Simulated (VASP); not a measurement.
Input of a VASP 6.6.1 run:

Contents of INCAR:

```
PREC = Accurate
ENCUT = 520
EDIFF = 1E-6
ISMEAR = -1
SIGMA = 0.05
LREAL = F
LASPH = T
NELM = 100
ALGO = Normal
ISIF = 2
LWAVE = F
LCHARG = F
GGA = PS
IVDW = 12
NBANDS = 17
```

Contents of KPOINTS:

```
Automatic mesh
0
Gamma
  9 9 9
```

The input POSCAR:

```
WS
1.0
    3.0078900000      0.0000000000      0.0000000000
    0.0000000000      3.0078900000      0.0000000000
    0.0000000000      0.0000000000      3.0078900000
W S
1 1
Direct
    0.5000000000      0.5000000000      0.5000000000
    0.0000000000      0.0000000000      0.0000000000
```

Potentials or basis: VASP PAW PBE potentials, release 64 (W_sv, S).

Run with:

```sh
$ cat potpaw_PBE.64/W_sv/POTCAR potpaw_PBE.64/S/POTCAR > POTCAR
$ mpirun -np 1 vasp_std > vasp.out
```

**Question.** Predict the band gap on the k mesh.

**Answer.** Zero (band 10 reaches 14.31 eV, above the bottom of band 11 at 11.81 eV).

**Question.** What does it give for the dispersion energy per atom?

**Answer.** -0.591 eV.

**Question.** Predict the pressure.

**Answer.** -14.0 GPa.

Caveat: three body term missing; the PAW data sets were made with another functional, which shifts forces and pressure a little; spin-orbit coupling is left out, which moves the levels of the heavy elements; pairwise dispersion overbinds metals, which lowers pressure and volume.
